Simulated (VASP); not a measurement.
# Se (P6_3/mmc) in VASP: a series of runs

Se is run at these levels: LDA; tasks: single point.

Program: VASP 6.6.1. These are calculated values, not measurements. Logs are shortened: lines on timing, memory, paths and dates and some standing lists are left out, and cuts for length are marked.

## Step 1: The cell of the first run

It takes space group P6_3/mmc (No. 194, hexagonal). Conventional cell: a = 3.532 Å, b = 3.532 Å, c = 3.814 Å, α = 90.00°, β = 90.00°, γ = 120.00°. Se (site symmetry -6m2) has 14 Se at 2.79 to 3.81 Å within 3.9 Å.

This isn't the form of Se at room conditions, which is trigonal, of chains.

## Step 2: Single point, LDA

INCAR reads:

```
SYSTEM = Se
PREC     = Accurate       ! precision mode
ENCUT    = 520            ! plane-wave cutoff, eV
EDIFF    = 1E-6           ! SCF threshold, eV
ISMEAR   = -1             ! smearing method
SIGMA    = 0.1            ! smearing width, eV
LREAL    = .FALSE.        ! projectors in reciprocal space
LASPH    = .TRUE.         ! aspherical terms in the spheres
NELM     = 80             ! most SCF steps
ALGO     = Normal         ! electronic algorithm
ISIF     = 2              ! what is computed and relaxed
LWAVE    = .FALSE.        ! write WAVECAR
LCHARG   = .FALSE.        ! write CHGCAR
NBANDS   = 13             ! bands
```

KPOINTS reads:

```
regular mesh
0
G
  12 12 6
  0 0 0
```

POSCAR reads:

```
Se
1.0
    3.5316642293      0.0000000000      0.0000000000
   -1.7658321147      3.0585109402      0.0000000000
    0.0000000000      0.0000000000      3.8136564791
Se
2
Direct
    0.3333333333      0.6666666667      0.2500000000
    0.6666666667      0.3333333333      0.7500000000
```

Potentials or basis: VASP PAW LDA potentials, release 64 (Se).

On the command line:

```console
> cat potpaw_LDA.64/Se/POTCAR > POTCAR
> mpirun -np 1 vasp_std > vasp.out
```

OUTCAR:

```text
SYSTEM = Se
   PREC = Accurate
   ENCUT = 520
   EDIFF = 1E-6
   ISMEAR = -1
   LREAL = .FALSE.
   LASPH = .TRUE.
   NELM = 80
   ISIF = 2

 ion  position               nearest neighbor table
   1  0.333  0.667  0.250-   2 2.79   2 2.79   2 2.79   2 2.79   2 2.79   2 2.79
   2  0.667  0.333  0.750-   1 2.79   1 2.79   1 2.79   1 2.79   1 2.79   1 2.79

  LATTYP: Found a hexagonal cell.
 ALAT       =     3.5316642293
 C/A-ratio  =     1.0798468460

  Lattice vectors:

 A1 = (   3.5316642293,   0.0000000000,   0.0000000000)
 A2 = (  -1.7658321147,   3.0585109402,   0.0000000000)
 A3 = (   0.0000000000,   0.0000000000,   3.8136564791)

Analysis of symmetry for initial positions (statically):
=====================================================================
 Subroutine PRICEL returns:
 Original cell was already a primitive cell.

 Routine SETGRP: Setting up the symmetry group for a
 hexagonal supercell.

 Subroutine GETGRP returns: Found 24 space group operations
 (whereof 12 operations were pure point group operations)
 out of a pool of 24 trial point group operations.

The static configuration has the point symmetry D_3d.
 The point group associated with its full space group is D_6h.

Analysis of symmetry for dynamics (positions and initial velocities):
=====================================================================
 Subroutine PRICEL returns:
 Original cell was already a primitive cell.

 Routine SETGRP: Setting up the symmetry group for a
 hexagonal supercell.

 Subroutine GETGRP returns: Found 24 space group operations
 (whereof 12 operations were pure point group operations)
 out of a pool of 24 trial point group operations.

The dynamic configuration has the point symmetry D_3d.
 The point group associated with its full space group is D_6h.

 Subroutine INISYM returns: Found 24 space group operations
 (whereof 12 operations are pure point group operations),
 and found     1 'primitive' translations

----------------------------------------------------------------------------------------

                                     Primitive cell

  volume of cell :      41.1937

  direct lattice vectors                    reciprocal lattice vectors
     3.531664229  0.000000000  0.000000000     0.283152626  0.163478245  0.000000000
    -1.765832115  3.058510940  0.000000000     0.000000000  0.326956489  0.000000000
     0.000000000  0.000000000  3.813656479     0.000000000  0.000000000  0.262215542

  length of vectors
     3.531664229  3.531664229  3.813656479     0.326956489  0.326956489  0.262215542

  position of ions in fractional coordinates (direct lattice)
     0.333333333  0.666666667  0.250000000
     0.666666667  0.333333333  0.750000000

  ion indices of the primitive-cell ions
   primitive index   ion index
                 1           1
                 2           2

----------------------------------------------------------------------------------------

 KPOINTS: regular mesh

Automatic generation of k-mesh.
 Grid dimensions read from file:
 generate k-points for:   12   12    6

 Generating k-lattice:

  Cartesian coordinates                     Fractional coordinates (reciprocal lattice)
     0.023596052  0.013623187  0.000000000     0.083333333  0.000000000  0.000000000
     0.000000000  0.027246374  0.000000000     0.000000000  0.083333333  0.000000000
     0.000000000  0.000000000  0.043702590     0.000000000  0.000000000  0.166666667

  Length of vectors
     0.027246374  0.027246374  0.043702590

  Shift w.r.t. Gamma in fractional coordinates (k-lattice)
     0.000000000  0.000000000  0.000000000

 Subroutine IBZKPT returns following result:
 ===========================================

 Found     76 irreducible k-points:

 Following reciprocal coordinates:
            Coordinates               Weight
  0.000000  0.000000  0.000000      1.000000
  0.083333  0.000000  0.000000      6.000000
  0.166667  0.000000  0.000000      6.000000
  0.250000  0.000000  0.000000      6.000000
  0.333333  0.000000  0.000000      6.000000
  0.416667  0.000000  0.000000      6.000000
[... 16 lines left out ...]
  0.250000  0.000000  0.166667     12.000000
  0.333333  0.000000  0.166667     12.000000
 [... further k-points ...]
   k-points           NKPTS =     76   k-points in BZ     NKDIM =     76   number of bands    NBANDS=     13
   number of dos      NEDOS =    301   number of ions     NIONS =      2
   total plane-waves  NPLWV =  21952
   dimension x,y,z NGX =    28 NGY =   28 NGZ =   28
   dimension x,y,z NGXF=    56 NGYF=   56 NGZF=   56
   ions per type =               2
   NGX,Y,Z   is equivalent  to a cutoff of  13.18, 13.18, 12.21 a.u.
   NGXF,Y,Z  is equivalent  to a cutoff of  26.36, 26.36, 24.41 a.u.
 SYSTEM =  Se
   PREC   = accura    normal or accurate (medium, high low for compatibility)
   ISTART =      0    job   : 0-new  1-cont  2-samecut
   ICHARG =      2    charge: 1-file 2-atom 10-const
   ISPIN  =      1    spin polarized calculation?
   LNONCOLLINEAR =      F non collinear calculations
   LSORBIT =      F    spin-orbit coupling
   LASPH  =      T    aspherical Exc in radial PAW
   ENCUT  =  520.0 eV  38.22 Ry    6.18 a.u.   6.57  6.57  7.09*2*pi/ulx,y,z
   NELM   =     80;   NELMIN=  2; NELMDL= -5     # of ELM steps
   EDIFF  = 0.1E-05   stopping-criterion for ELM
   LREAL  =      F    real-space projection
   EDIFFG = 0.1E-04   stopping-criterion for IOM
   NSW    =      0    number of steps for IOM
   IBRION =     -1    ionic relax: 0-MD 1-quasi-New 2-CG
   NFREE  =      0    steps in history (QN), initial steepest desc. (CG)
   ISIF   =      2    stress and relaxation
   ISYM   =      2    0-nonsym 1-usesym 2-fastsym
   POTIM  = 0.5000    time-step for ionic-motion
   TEBEG  =    0.0;   TEEND  =   0.0 temperature during run
   PSTRESS=    0.0 pullay stress
   NELECT =      12.0000    total number of electrons
   NUPDOWN=      -1.0000    fix difference up-down
   EMIN   =  10.00;   EMAX   =-10.00  energy-range for DOS
   EFERMI =   0.00;   METHOD = LEGACY
   ISMEAR =    -1;   SIGMA  =   0.10  broadening in eV -4-tet -1-fermi 0-gaus
   EFERMI_NEDOS =   21; number of points for ismear=-14 and -15
   IALGO  =     38    algorithm
   IMIX   =      4    mixing-type and parameters
     AMIX     =   0.40;   BMIX     =  1.00
     AMIX_MAG =   1.60;   BMIX_MAG =  1.00
  volume/ion in A,a.u.               =      20.60       138.99
  Fermi-wavevector in a.u.,A,eV,Ry     =   1.085238  2.050802 16.024140  1.177741
  Thomas-Fermi vector in A             =   2.221347
   LORBIT       =      0    0 simple, 1 ext, 2 COOP (PROOUT), +10 PAW based schemes
   GGA     = CA    functional components
   LHFCALC =     F    Hartree Fock is set to
   AEXX    =    0.0000 exact exchange contribution
   IVDW    =     0    specifies the selected vdW correction
   LEPSILON=     F    determine dielectric tensor
   LRPA    =     F    only Hartree local field effects (RPA)
 non-spin polarized calculation
  energy-cutoff  :      520.00
  volume of cell :       41.19
 maximum number of plane-waves:      1131
 NGX is ok and might be reduce to    28
   NGX = 13   NGY = 13   NGZ = 15

 number of electron      12.0000000 magnetization

 Free energy of the ion-electron system (eV)
  ---------------------------------------------------
  ext. energy  EPLUGINS =         0.00000000
  ---------------------------------------------------
  free energy    TOTEN  =        -7.80517418 eV

  energy without entropy =       -7.76426028  energy(sigma->0) =       -7.78471723

 E-fermi :   5.6351     XC(G=0): -10.6118

 val. band max:        5.6233889767   @ k =   0.4167   0.0000   0.3333
 cond. band min:       5.6353143246   @ k =   0.3333   0.2500   0.1667
 fundamental gap:      0.0119253479
 Fermi energy:         5.6351094552

 k-point     1 :       0.0000    0.0000    0.0000
  band No.  band energies     occupation
      1     -10.9163      2.00000
      2      -4.4808      2.00000
      3       0.2619      2.00000
      4       3.4776      2.00000
      5       3.4776      2.00000
      6       6.6734      0.00006
      7       6.6734      0.00006
      8       9.4624      0.00000
      9       9.6673      0.00000
     10      13.0769      0.00000
     11      15.8022      0.00000
     12      15.8022      0.00000
     13      17.6187      0.00000

 k-point     2 :       0.0833    0.0000    0.0000
  band No.  band energies     occupation
      1     -10.8307      2.00000
      2      -4.5580      2.00000
      3       0.3528      2.00000
      4       3.1527      2.00000
      5       3.2852      2.00000
      6       6.4577      0.00054
      7       6.8745      0.00001
      8       9.1632      0.00000
      9      10.0544      0.00000
     10      13.4058      0.00000
     11      15.4509      0.00000
     12      15.8244      0.00000
     13      17.3427      0.00000

 k-point     3 :       0.1667    0.0000    0.0000
  band No.  band energies     occupation
      1     -10.5776      2.00000
      2      -4.8079      2.00000
      3       0.6219      2.00000
      4       2.4678      2.00000
      5       2.8563      2.00000
      6       5.9477      0.08413
      7       7.3035      0.00000
      8       8.3871      0.00000
      9      10.9100      0.00000
     10      13.3554      0.00000
     11      15.9897      0.00000
     12      16.0281      0.00000
     13      16.7776      0.00000

 k-point     4 :       0.2500    0.0000    0.0000
  band No.  band energies     occupation
      1     -10.1694      2.00000
      2      -5.2591      2.00000
      3       1.0570      2.00000
      4       1.8278      2.00000
      5       2.4000      2.00000
      6       5.4058      1.81653
      7       7.3619      0.00000
      8       7.7051      0.00000
      9      11.0385      0.00000
     10      13.7177      0.00000
     11      16.2202      0.00000
     12      16.5503      0.00000
     13      16.6310      0.00000

 k-point     5 :       0.3333    0.0000    0.0000
  band No.  band energies     occupation
      1      -9.6366      2.00000
      2      -5.8887      2.00000
      3       1.4091      2.00000
      4       1.6270      2.00000
      5       2.0276      2.00000
      6       4.9829      1.99706
      7       6.2807      0.00314
      8       7.9640      0.00000
      9      10.3113      0.00000
     10      15.2632      0.00000
     11      15.7861      0.00000
     12      15.8944      0.00000
     13      17.2422      0.00000
[... 257 lines left out ...]
 k-point    22 :       0.1667    0.0000    0.1667
  band No.  band energies     occupation
      1     -10.3325      2.00000
      2      -5.5101      2.00000
      3       0.6606      2.00000
      4       3.0912      2.00000
      5       3.4058      2.00000
      6       5.3851      1.84828
      7       6.9587      0.00000
      8       8.1850      0.00000
      9      11.4920      0.00000
     10      13.1585      0.00000
     11      14.6447      0.00000
     12      16.2526      0.00000
     13      16.6199      0.00000

 k-point    23 :       0.2500    0.0000    0.1667
  band No.  band energies     occupation
      1      -9.9321      2.00000
      2      -5.6980      2.00000
      3       0.1899      2.00000
      4       2.6464      2.00000
      5       3.2540      2.00000
      6       4.5901      1.99994
      7       7.1636      0.00000
      8       7.6968      0.00000
      9      11.6077      0.00000
     10      13.9519      0.00000
     11      15.1955      0.00000
     12      15.3604      0.00000
     13      18.2774      0.00000

 k-point    24 :       0.3333    0.0000    0.1667
  band No.  band energies     occupation
      1      -9.4124      2.00000
      2      -6.0774      2.00000
      3      -0.0927      2.00000
      4       2.2819      2.00000
      5       2.9462      2.00000
      6       4.0570      2.00000
      7       7.2466      0.00000
      8       7.3478      0.00000
      9      11.0884      0.00000
     10      14.4367      0.00000
     11      15.6520      0.00000
     12      15.8989      0.00000
     13      19.0412      0.00000

 [... further k-points ...]

------------------------ aborting loop because EDIFF is reached ----------------------------------------

  FORCE on cell =-STRESS in cart. coord.  units (eV):
  Direction    XX          YY          ZZ          XY          YZ          ZX
  --------------------------------------------------------------------------------------
  -------------------------------------------------------------------------------------
  Total        0.0299649      0.0299649      0.0630708     -0.0000000      0.0000000     -0.0000000
  in kB        1.1654485      1.1654485      2.4530603     -0.0000000      0.0000000     -0.0000000
  external PRESSURE =       1.5946525 kB  Pullay stress =       0.0000000 kB

 VOLUME and BASIS-vectors are now :
 -----------------------------------------------------------------------------
  energy-cutoff  :      520.00
  volume of cell :       41.19
      direct lattice vectors                 reciprocal lattice vectors
     3.531664229  0.000000000  0.000000000     0.283152626  0.163478245  0.000000000
    -1.765832115  3.058510940  0.000000000     0.000000000  0.326956489  0.000000000
     0.000000000  0.000000000  3.813656479     0.000000000  0.000000000  0.262215542

 POSITION                                       TOTAL-FORCE (eV/Angst)
 -----------------------------------------------------------------------------------
     -0.00000      2.03901      0.95341        -0.000000      0.000000      0.000000
      1.76583      1.01950      2.86024         0.000000     -0.000000      0.000000
 -----------------------------------------------------------------------------------
    total drift:                                0.000000     -0.000000      0.000000

  FREE ENERGIE OF THE ION-ELECTRON SYSTEM (eV)
  ---------------------------------------------------
  free  energy   TOTEN  =        -7.8051741790 eV

  energy  without entropy=       -7.7642602783  energy(sigma->0) =       -7.78471723
```

Run time: 15 s. Hardware: 1 thread of Intel Xeon Platinum 8559C (Emerald Rapids), shared host; peak memory 0.15 GiB.

What came out:

```yaml
Free_energy: -7.8052 eV
Pressure: 0.2 GPa
Band_gap_on_the_k_mesh: zero (bands 6 and 7 overlap by 2.73 eV)
```

Stress tensor (GPa, compression positive):
```
0.12 0.00 0.00
0.00 0.12 0.00
0.00 0.00 0.25
```

## Step 3: Single point, LDA (18.13 Å³/atom)

This run uses another cell than the first one, of 18.13 Å³/atom.

INCAR reads:

```
PREC = Accurate ; ENCUT = 520
EDIFF = 1E-6 ; ISMEAR = -1
SIGMA = 0.1 ; LREAL = False
LASPH = True ; NELM = 60
ALGO = Normal ; ISIF = 2
LWAVE = False ; LCHARG = False
NBANDS = 13
```

KPOINTS reads:

```
regular mesh
0
Gamma
  12 12 9
```

POSCAR reads:

```
Se
1.0
    3.3843372234      0.0000000000      0.0000000000
   -1.6921686117      2.9309220104      0.0000000000
    0.0000000000      0.0000000000      3.6545658764
Se
2
Direct
    0.3333333333      0.6666666667      0.2500000000
    0.6666666667      0.3333333333      0.7500000000
```

Potentials or basis: VASP PAW LDA potentials, release 64 (Se).

On the command line:

```console
> cat potpaw_LDA.64/Se/POTCAR > POTCAR
> mpirun -np 1 vasp_std > vasp.out
```

Run time: 35 s. Hardware: 1 thread of Intel Xeon Platinum 8559C (Emerald Rapids), shared host; peak memory 0.16 GiB.

Results (log left out):

```yaml
Free_energy: -7.6228 eV
Pressure: 14.0 GPa
Band_gap_on_the_k_mesh: zero (bands 6 and 7 overlap by 2.83 eV)
```

Stress tensor (GPa, compression positive):
```
11.79  0.00  0.00
 0.00 11.79  0.00
 0.00  0.00 18.50
```

Levels at points of the mesh, in eV from the Fermi level:
| k point | band 4 | band 5 | band 6 | band 7 | band 8 | band 9 |
| --- | --- | --- | --- | --- | --- | --- |
| (0.00, 0.00, 0.00) | -2.52 | -2.52 | 1.09 | 1.09 | 3.47 | 4.57 |
| (0.50, 0.00, 0.00) | -4.61 | -3.61 | -1.08 | -1.04 | 2.97 | 3.16 |

Caveat: the stress differs along the axes, from 12 to 19 GPa.

## Step 4: Single point, LDA (18.95 Å³/atom)

This run uses another cell than the first one, of 18.95 Å³/atom.

INCAR reads:

```
PREC     = Accurate       # precision mode
ENCUT    = 520            # plane-wave cutoff, eV
EDIFF    = 1E-7           # SCF threshold, eV
ISMEAR   = -1             # smearing method
SIGMA    = 0.1            # smearing width, eV
LREAL    = False          # projectors in reciprocal space
LASPH    = True           # aspherical terms in the spheres
NELM     = 80             # most SCF steps
ALGO     = Normal         # electronic algorithm
ISIF     = 2              # what is computed and relaxed
LWAVE    = False          # write WAVECAR
LCHARG   = False          # write CHGCAR
NBANDS   = 13             # bands
```

KPOINTS is that of step 3.

POSCAR reads:

```
Se
1.0
    3.4348571674      0.0000000000      0.0000000000
   -1.7174285837      2.9746735653      0.0000000000
    0.0000000000      0.0000000000      3.7091196786
Se
2
Direct
    0.3333333333      0.6666666667      0.2500000000
    0.6666666667      0.3333333333      0.7500000000
```

On the command line:

```console
> cat potpaw_LDA.64/Se/POTCAR > POTCAR
> mpirun -np 1 vasp_std > vasp.out
```

Wall time 22 s (1 thread of Intel Xeon Platinum 8559C (Emerald Rapids), shared host); peak memory 0.16 GiB.

The run converged. Its results:

```
Free energy            : -7.7366 eV
Pressure               : 8.3 GPa
Band gap on the k mesh : zero (bands 6 and 7 overlap by 2.80 eV)
```

Stress tensor (GPa, compression positive):
```
 7.04  0.00  0.00
 0.00  7.04  0.00
 0.00  0.00 10.81
```

Levels at points of the mesh, in eV from the Fermi level:
```tsv
k point	band 4	band 5	band 6	band 7	band 8	band 9
(0.00, 0.00, 0.00)	-2.40	-2.40	1.07	1.07	3.66	4.29
(0.50, 0.00, 0.00)	-4.37	-3.42	-1.05	-0.94	2.79	3.40
```

Caveat: the cell stands under pressure.

## Step 5: Single point, LDA (19.77 Å³/atom)

This run uses another cell than the first one, of 19.77 Å³/atom.

INCAR reads:

```
SYSTEM = Se
PREC = Accurate
ENCUT = 520
EDIFF = 1E-6
ISMEAR = -1
SIGMA = 0.1
LREAL = .False.
LASPH = .True.
NELM = 100
ALGO = Normal
ISIF = 2
LWAVE = .False.
LCHARG = .False.
NBANDS = 13
```

KPOINTS reads:

```
regular mesh
0
Gamma
  12 12 9
  0 0 0
```

POSCAR reads:

```
Se
1.0
    3.4839331860      0.0000000000      0.0000000000
   -1.7419665930      3.0171746441      0.0000000000
    0.0000000000      0.0000000000      3.7621142624
Se
2
Direct
    0.3333333333      0.6666666667      0.2500000000
    0.6666666667      0.3333333333      0.7500000000
```

On the command line:

```console
> cat potpaw_LDA.64/Se/POTCAR > POTCAR
> mpirun -np 1 vasp_std > vasp.out
```

Wall time 32 s (1 thread of Intel Xeon Platinum 8559C (Emerald Rapids), shared host); peak memory 0.16 GiB.

It converged, with:

```
Free energy            : -7.7976 eV
Pressure               : 3.7 GPa
Band gap on the k mesh : zero (bands 6 and 7 overlap by 2.77 eV)
```

Stress tensor (GPa, compression positive):
```
3.25 0.00 0.00
0.00 3.25 0.00
0.00 0.00 4.59
```

Levels at points of the mesh, in eV from the Fermi level:
```csv
k point,band 3,band 4,band 5,band 6,band 7,band 8,band 9,band 10
"(0.00, 0.00, 0.00)",-5.66,-2.28,-2.28,1.05,1.05,3.84,4.04,7.51
"(0.50, 0.00, 0.00)",-4.63,-4.15,-3.25,-1.03,-0.85,2.62,3.62,9.73
```

Caveat: the cell stands under pressure.

## Step 6: Overview

```csv
cell,k mesh,gap on the mesh (eV),pressure (GPa)
"a = 3.532, b = 3.532, c = 3.814 Å, angles 90.0, 90.0, 120.0°, 2 atoms",12 × 12 × 6,none,0.2
"a = 3.384, b = 3.384, c = 3.655 Å, angles 90.0, 90.0, 120.0°, 2 atoms",12 × 12 × 9,none,14.0
"a = 3.435, b = 3.435, c = 3.709 Å, angles 90.0, 90.0, 120.0°, 2 atoms",12 × 12 × 9,none,8.3
"a = 3.484, b = 3.484, c = 3.762 Å, angles 90.0, 90.0, 120.0°, 2 atoms",12 × 12 × 9,none,3.7
```

Alike in all rows: task single point; level LDA; potentials or basis VASP PAW LDA potentials, release 64 (Se); no spin polarisation; cutoff (eV) 520; smearing fermi-dirac 0.1 eV.

Caveats: the cell stands under pressure (at least some runs); the stress differs along the axes, from 12 to 19 GPa (at least some runs).

Absolute energies hang on the potentials; compare differences alone.

The gap in the log of VASP goes by the Fermi energy; the results here count the filled bands.